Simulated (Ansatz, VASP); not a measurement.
## BaZrO3: VASP beside Ansatz

```
Ba Zr O
1.0
     4.20536   -0.03154    0.00000
    -0.03154    4.20536    0.00000
     0.00000    0.00000    4.20536
Ba Zr O
1 1 3
Cartesian
  0.0000 0.0000 0.0000
  2.0869 2.0869 2.1027
  2.0869 2.0869 0.0000
  2.1027 -0.0158 2.1027
  -0.0158 2.1027 2.1027
```

Change from the starting cell: shear_xy strain -1.5%.

Alike in both runs: task single point; functional r2SCAN; k mesh 6 × 6 × 6; no spin polarisation.

```csv
,VASP,Ansatz
version,VASP 6.6.1,Ansatz 0.2.0
potentials or method,"VASP PAW PBE potentials, release 64 (Ba_sv, Zr_sv, O)","plane waves, PAW"
plane-wave cutoff (eV),520,500
occupations,"gaussian, width 0.01 eV",fixed
valence electrons in the cell,40,40
```

```tsv
	VASP	Ansatz	Ansatz less VASP
gap on the k mesh at the Fermi level (eV)	3.61	3.67	+0.052
pressure (GPa)	1.0	0.0	-1.03
traceless stress, the component that is largest in VASP (GPa)	1.40	1.36	-0.035
```

VASP's potentials were made for PBE, not for r2SCAN.

Neither program's run includes spin-orbit coupling.
